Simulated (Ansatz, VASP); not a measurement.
## One calculation of AlN, two programs

```
Al N
1.0
     0.00000    1.99778    1.97800
     1.99778    0.00000    1.97800
     1.99778    1.99778    0.00000
Al N
1 1
Direct
  0.00000 0.00000 0.00000
  0.50000 0.50000 0.50000
```

Change from the starting cell: equal xx and yy strain of +1 %.

Alike in both runs: task single point; functional LDA; k mesh 10 × 10 × 10; occupations fermi-dirac, width 0.02 eV; no spin polarisation.

```csv
,VASP,Ansatz
version,VASP 6.6.1,Ansatz 0.2.0
potentials or method,"VASP PAW LDA potentials, release 64 (Al, N), cutoff 520 eV","all-electron LAPW, scalar-relativistic"
```

|  | VASP | Ansatz | Ansatz less VASP |
| --- | --- | --- | --- |
| gap on the k mesh at the Fermi level (eV) | 4.82 | 4.81 | -0.006 |
| pressure (GPa) | 7.0 | 6.3 | -0.68 |
| traceless stress, the component that is largest in VASP (GPa) | 2.41 | 2.36 | -0.052 |

LDA's correlation is that of Perdew and Zunger in VASP and of Perdew and Wang (1992) in Ansatz. Ansatz ran all-electron here, and VASP with PAW potentials.
